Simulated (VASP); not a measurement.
# Cu (I4/mmm) in VASP: notebook, part 2 of 2

VASP 6.6.1.

### 5 Single point, PBE

This run uses another cell than the first one, of 10.34 Å³/atom.

File INCAR:

```
PREC = Accurate
ENCUT = 520
EDIFF = 1E-7
ISMEAR = 0
SIGMA = 0.1
LREAL = F
LASPH = T
NELM = 80
ALGO = Fast
ISIF = 2
LWAVE = F
LCHARG = T
GGA = PE
LELF = T
LVHAR = T
NBANDS = 12
```

File KPOINTS:

```
regular mesh
0
Gamma
  22 22 22
```

File POSCAR:

```
Cu
1.0
   -1.3916226869      1.3916226869      1.3352053909
    1.3916226869     -1.3916226869      1.3352053909
    1.3916226869      1.3916226869     -1.3352053909
Cu
1
Direct
    0.0000000000      0.0000000000      0.0000000000
```

Potentials or basis: VASP PAW PBE potentials, release 64 (Cu).

Started as:

```
cat potpaw_PBE.64/Cu/POTCAR > POTCAR
mpirun -np 1 vasp_std > vasp.out
```

OUTCAR:

```text
PREC = Accurate
   ENCUT = 520
   EDIFF = 1E-7
   ISMEAR = 0
   LREAL = F
   LASPH = T
   NELM = 80
   ISIF = 2
   GGA = PE

 ion  position               nearest neighbor table
   1  0.000  0.000  0.000-

  LATTYP: Found a body centered tetragonal cell.
 ALAT       =     2.7832453738
 C/A-ratio  =     0.9594593445

  Lattice vectors:

 A1 = (  -1.3916226869,   1.3916226869,   1.3352053909)
 A2 = (   1.3916226869,  -1.3916226869,   1.3352053909)
 A3 = (   1.3916226869,   1.3916226869,  -1.3352053909)

[... 531 lines left out ...]
      4       6.9949      2.00000
      5       7.4702      2.00000
      6       8.2783      2.00000
      7      15.9776      0.00000
      8      27.1187      0.00000
      9      28.2930      0.00000
     10      32.7498      0.00000
     11      36.3084      0.00000
     12      45.4644      0.00000

 [... further k-points ...]
[... 5 lines left out ...]
  --------------------------------------------------------------------------------------
  -------------------------------------------------------------------------------------
  Total        1.9728764      1.9728764      1.9742306      0.0000000      0.0000000      0.0000000
  in kB      305.6042462    305.6042462    305.8140265      0.0000000      0.0000000      0.0000000
  external PRESSURE =     305.6741730 kB  Pullay stress =       0.0000000 kB

 VOLUME and BASIS-vectors are now :
 -----------------------------------------------------------------------------
  energy-cutoff  :      520.00
  volume of cell :       10.34
      direct lattice vectors                 reciprocal lattice vectors
    -1.391622687  1.391622687  1.335205391     0.000000000  0.359292792  0.374474222
     1.391622687 -1.391622687  1.335205391     0.359292792  0.000000000  0.374474222
     1.391622687  1.391622687 -1.335205391     0.359292792  0.359292792  0.000000000

 POSITION                                       TOTAL-FORCE (eV/Angst)
 -----------------------------------------------------------------------------------
      0.00000      0.00000      0.00000         0.000000      0.000000     -0.000000
 -----------------------------------------------------------------------------------
    total drift:                                0.000000      0.000000      0.000000

  FREE ENERGIE OF THE ION-ELECTRON SYSTEM (eV)
  ---------------------------------------------------
  free  energy   TOTEN  =        -3.5507785298 eV

  energy  without entropy=       -3.5488557136  energy(sigma->0) =       -3.54981712
```

OSZICAR:

```text
N       E                     dE             d eps       ncg     rms          rms(c)
DAV:   1     0.416581909613E+02    0.41658E+02   -0.53977E+03 22624   0.160E+03
DAV:   2    -0.322045556014E+01   -0.44879E+02   -0.41393E+02 20720   0.209E+02
DAV:   3    -0.447933918932E+01   -0.12589E+01   -0.12498E+01 22896   0.391E+01
DAV:   4    -0.448634685391E+01   -0.70077E-02   -0.70068E-02 22576   0.260E+00
DAV:   5    -0.448640511097E+01   -0.58257E-04   -0.58256E-04 22996   0.243E-01    0.769E+00
RMM:   6    -0.378602889890E+01    0.70038E+00   -0.24629E+00 25140   0.291E+01    0.338E+00
RMM:   7    -0.357342103299E+01    0.21261E+00   -0.28426E-01 25130   0.935E+00    0.117E+00
RMM:   8    -0.355292224997E+01    0.20499E-01   -0.15421E-02 26401   0.140E+00    0.401E-01
RMM:   9    -0.355062304638E+01    0.22992E-02   -0.50040E-03 26039   0.138E+00    0.275E-02
RMM:  10    -0.355077439622E+01   -0.15135E-03   -0.10421E-03 27455   0.359E-01    0.221E-02
RMM:  11    -0.355078635041E+01   -0.11954E-04   -0.13624E-04 26960   0.187E-01    0.380E-02
RMM:  12    -0.355077711676E+01    0.92337E-05   -0.37277E-05 27805   0.831E-02    0.444E-03
RMM:  13    -0.355077842892E+01   -0.13122E-05   -0.10025E-05 27031   0.292E-02    0.197E-03
RMM:  14    -0.355077882051E+01   -0.39159E-06   -0.85270E-07 24081   0.113E-02    0.290E-03
RMM:  15    -0.355077856984E+01    0.25067E-06   -0.47700E-07 21770   0.843E-03    0.140E-04
RMM:  16    -0.355077852977E+01    0.40077E-07   -0.66553E-08 15912   0.228E-03
   1 F= -.35507785E+01 E0= -.35498171E+01  d E =-.192282E-02
```

Run time: 2.6 min. Hardware: 1 thread of Intel Xeon 8259CL, shared host; peak memory 0.21 GiB.

Results:

- Free energy: -3.5508 eV
- Pressure: 30.6 GPa
- Band gap on the k mesh: zero (an odd number of electrons rules out a gap without spin polarisation)

Levels at points of the mesh, in eV from the Fermi level:
```
           k point  band 3  band 4  band 5  band 6  band 7  band 8  band 9  band 10
(0.00, 0.00, 0.00)   -3.53   -3.53   -2.49   -2.27   25.91   25.91   27.02    30.62
(0.50, 0.00, 0.00)   -2.39   -2.15   -1.46   -0.85    5.26   18.22   18.83    22.69
(0.50, 0.50, 0.00)   -2.56   -2.29   -1.49   -1.20    4.77   19.32   20.19    23.76
(0.50, 0.50, 0.50)   -1.69   -1.69   -1.64    8.23    8.23    9.96   14.17    14.89
```

Caveat: the cell stands under pressure.

### 6 Relaxation of cell and atoms, PBE, target pressure 15 GPa, at which the enthalpy is minimised

This run uses another cell than the first one, of 10.98 Å³/atom.

File INCAR:

```
  PREC = Accurate
  ENCUT = 600
  EDIFF = 1E-7
  ISMEAR = 0
  SIGMA = 0.1
  LREAL = False
  LASPH = True
  NELM = 100
  ALGO = Fast
  ISIF = 3
  LWAVE = False
  LCHARG = False
  GGA = PE
  IBRION = 2
  NSW = 70
  EDIFFG = -0.008
  PSTRESS = 150.0
```

File KPOINTS:

```
Automatic mesh
0
Gamma
  20 20 20
```

File POSCAR:

```
Cu
1.0
   -1.4281269195      1.4281269195      1.3454760316
    1.4281269195     -1.4281269195      1.3454760316
    1.4281269195      1.4281269195     -1.3454760316
Cu
1
Direct
    0.0000000000      0.0000000000      0.0000000000
```

Potentials or basis: VASP PAW PBE potentials, release 64 (Cu).

Started as:

```
cat potpaw_PBE.64/Cu/POTCAR > POTCAR
mpirun -np 1 vasp_std > vasp.out
```

OUTCAR:

```text
PREC = Accurate
   ENCUT = 600
   EDIFF = 1E-7
   ISMEAR = 0
   LREAL = False
   LASPH = True
   NELM = 100
   ISIF = 3
   GGA = PE
   IBRION = 2
   NSW = 70
   EDIFFG = -0.008
   PSTRESS = 150.0

 ion  position               nearest neighbor table
   1  0.000  0.000  0.000-

  LATTYP: Found a body centered tetragonal cell.
 ALAT       =     2.8562538390
 C/A-ratio  =     0.9421263707

  Lattice vectors:

 A1 = (  -1.4281269195,   1.4281269195,   1.3454760316)
 A2 = (   1.4281269195,  -1.4281269195,   1.3454760316)
 A3 = (   1.4281269195,   1.4281269195,  -1.3454760316)

Analysis of symmetry for initial positions (statically):
=====================================================================
 Subroutine PRICEL returns:
 Original cell was already a primitive cell.

 Routine SETGRP: Setting up the symmetry group for a
 body centered tetragonal supercell.

 Subroutine GETGRP returns: Found 16 space group operations
 (whereof 16 operations were pure point group operations)
 out of a pool of 16 trial point group operations.
[... 166 lines left out ...]

  FORCE on cell =-STRESS in cart. coord.  units (eV):
  Direction    XX          YY          ZZ          XY          YZ          ZX
  --------------------------------------------------------------------------------------
  -------------------------------------------------------------------------------------
  Total        1.1071848      1.1071848      1.1227285      0.0000000      0.0000000      0.0000000
  in kB      161.6073614    161.6073614    163.8761505      0.0000000      0.0000000      0.0000000
  external PRESSURE =      12.3636244 kB  Pullay stress =     150.0000000 kB
[... 61 lines left out ...]
--------------------------------------- Ionic step        3  -------------------------------------------

 number of electron      11.0000005 magnetization

 Free energy of the ion-electron system (eV)
  ---------------------------------------------------
  ext. energy  EPLUGINS =         0.00000000
  ---------------------------------------------------
  free energy    TOTEN  =        -3.64823261 eV

  energy without entropy =       -3.64606929  energy(sigma->0) =       -3.64715095

 E-fermi :   8.4617     XC(G=0): -13.1208

 val. band max:        8.4598047864   @ k =   0.5000   0.3000   0.0500
 cond. band min:       8.4618989962   @ k =   0.5000   0.2500   0.1000
 fundamental gap:      0.0020942098
 Fermi energy:         8.4617137884

 k-point     1 :       0.0000    0.0000    0.0000
  band No.  band energies     occupation
      1      -1.4221      2.00000
      2       4.9572      2.00000
      3       5.2169      2.00000
      4       5.2169      2.00000
      5       6.0780      2.00000
      6       6.3546      2.00000
      7      33.5259      0.00000
      8      33.5259      0.00000
      9      35.2287      0.00000
[... 265 lines left out ...]
 k-point    24 :      -0.3500    0.0500    0.0000
  band No.  band energies     occupation
      1       2.2034      2.00000
      2       4.4670      2.00000
      3       5.2331      2.00000
      4       6.1784      2.00000
      5       6.3125      2.00000
      6       6.5575      2.00000
      7      19.3349      0.00000
      8      26.3111      0.00000
      9      27.9748      0.00000

 [... further k-points ...]
[... 5 lines left out ...]
  --------------------------------------------------------------------------------------
  -------------------------------------------------------------------------------------
  Total        1.0287909      1.0287909      1.0411240      0.0000000     -0.0000000      0.0000000
  in kB      149.2301211    149.2301211    151.0190915      0.0000000     -0.0000000      0.0000000
  external PRESSURE =      -0.1735555 kB  Pullay stress =     150.0000000 kB
[... 20 lines left out ...]
  energy  without entropy=       -3.6460692884  energy(sigma->0) =       -3.64715095

  enthalpy is  TOTEN    =        -2.6141342189 eV   P V=        1.0340983904

 reached required accuracy - stopping structural energy minimisation
```

OSZICAR:

```text
N       E                     dE             d eps       ncg     rms          rms(c)
DAV:   1     0.381136335481E+02    0.38114E+02   -0.62948E+03 11981   0.235E+03
DAV:   2    -0.410333217604E+01   -0.42217E+02   -0.40305E+02 11611   0.207E+02
DAV:   3    -0.456343742272E+01   -0.46011E+00   -0.45913E+00 13340   0.309E+01
DAV:   4    -0.456660866068E+01   -0.31712E-02   -0.31708E-02 13531   0.232E+00
[... 29 lines left out ...]
RMM:   5    -0.364823236783E+01    0.31312E-04   -0.13059E-04 11666   0.313E-01    0.778E-03
RMM:   6    -0.364823447883E+01   -0.21110E-05   -0.27741E-05 12093   0.649E-02    0.109E-02
RMM:   7    -0.364823252424E+01    0.19546E-05   -0.67772E-06 11589   0.657E-02    0.285E-04
RMM:   8    -0.364823258057E+01   -0.56336E-07   -0.10789E-06 10884   0.138E-02    0.345E-04
RMM:   9    -0.364823260931E+01   -0.28733E-07   -0.13441E-07  7943   0.680E-03
   3 F= -.26141342E+01 E0= -.26130526E+01  d E =-.260841E-03
```

Wall time 4.2 min (1 thread of Intel Xeon 8259CL, shared host); peak memory 0.21 GiB.

What came out:

| Property | Result |
| --- | --- |
| Free energy | -3.6482 eV |
| Relaxed volume | 11.05 Å³/atom |
| Relaxed cell | a = 2.432 Å, b = 2.432 Å, c = 2.432 Å, α = 107.91°, β = 107.91°, γ = 112.64° |
| Space group after relaxing (to 0.1 Å) | I4/mmm (No. 139) |
| Energy change on relaxing (the run minimises the enthalpy) | -6.7 meV/atom |
| Ionic steps | 3 |
| Pressure after relaxing | 15.0 GPa |
| Band gap on the k mesh | zero (an odd number of electrons rules out a gap without spin polarisation) |

Stress tensor (GPa, compression positive):
```
14.92  0.00  0.00
 0.00 14.92  0.00
 0.00  0.00 15.10
```

Step by step:
```tsv
step	energy change (eV)	largest force (eV/Å)	pressure (GPa)	volume (Å³)
1	0.0000	0.0000	16.24	10.98
2	-0.0126	0.0000	13.56	11.11
3	-0.0067	0.0000	14.98	11.05
```

Final structure:
```cif
data_structure
_symmetry_space_group_name_H-M 'P 1'
_symmetry_Int_Tables_number 1
_cell_length_a 2.4318
_cell_length_b 2.4318
_cell_length_c 2.4318
_cell_angle_alpha 107.911
_cell_angle_beta 107.911
_cell_angle_gamma 112.638
_cell_volume 11.05
loop_
_atom_site_label
_atom_site_type_symbol
_atom_site_fract_x
_atom_site_fract_y
_atom_site_fract_z
_atom_site_occupancy
Cu1 Cu 0.00000 0.00000 0.00000 1
```

Caveat: the cell is relaxed towards a set pressure, so the run minimises the enthalpy, not the energy.

### 7 Overview

```csv
task,cell,k mesh,cutoff (eV),gap on the mesh (eV),pressure (GPa)
single point,"a = 2.484 Å, angles 107.7, 107.7, 113.0°, 1 atom",20 × 20 × 20,520,none,3.5
single point,"a = 2.521 Å, angles 107.7, 107.7, 113.2°, 1 atom",20 × 20 × 20,520,none,-2.4
single point,"a = 2.308 Å, angles 108.6, 108.6, 111.3°, 1 atom",22 × 22 × 22,520,none,60.6
single point,"a = 2.378 Å, angles 108.4, 108.4, 111.7°, 1 atom",22 × 22 × 22,520,none,30.6
relaxation of cell and atoms,"relaxed to 15 GPa from a = 2.427 Å, angles 107.9, 107.9, 112.7°, 1 atom",20 × 20 × 20,600,none,15.0
```

Alike in all rows: level PBE; potentials or basis VASP PAW PBE potentials, release 64 (Cu); no spin polarisation; smearing gaussian 0.1 eV.

Caveats: the cell stands under pressure (at least some runs); the cell is relaxed towards a set pressure, so the run minimises the enthalpy, not the energy (at least some runs).

Total energies depend on the potentials used, so only differences within one code and one set of settings carry meaning.

The gap in the log of VASP goes by the Fermi energy; the results here count the filled bands.